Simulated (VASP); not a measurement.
Si, 4 atoms in the cell. The typed cell holds 4 atoms: a = 2.688 Å, b = 4.618 Å, c = 5.376 Å, α = 115.21°, β = 104.12°, γ = 90.81°. 

| Quantity | Value |
| --- | --- |
| Program | VASP 6.6.1 |
| Task | single point |
| Functional | PBE |
| Potentials or basis | VASP PAW PBE potentials, release 64 (Si) |
| Cutoff | 520 eV |
| k mesh | 8 × 8 × 8 |
| Occupations | gaussian, width 0.2 eV |
| Spin | no spin polarisation |
| Dipole correction | no |
| Further INCAR settings | ALGO = Normal; EDIFF = 1e-06; NBANDS = 16 |

Potentials or basis: VASP PAW PBE potentials, release 64 (Si).

Launch:

```console
$ cat potpaw_PBE.64/Si/POTCAR > POTCAR
$ mpirun -np 1 vasp_std > vasp.out
```

Hardware: 1 thread of Intel(R) Xeon(R) Platinum 8259CL CPU @ 2.50GHz (Skylake/Cascade Lake), with other jobs on the host.

Question: How long does it take, and how much memory?

Answer: Run time: 110 s on 1 thread of Intel(R) Xeon(R) Platinum 8259CL CPU @ 2.50GHz (Skylake/Cascade Lake), on a shared host, peak memory 0.29 GiB. Counts: scf iterations 9, k points 260.
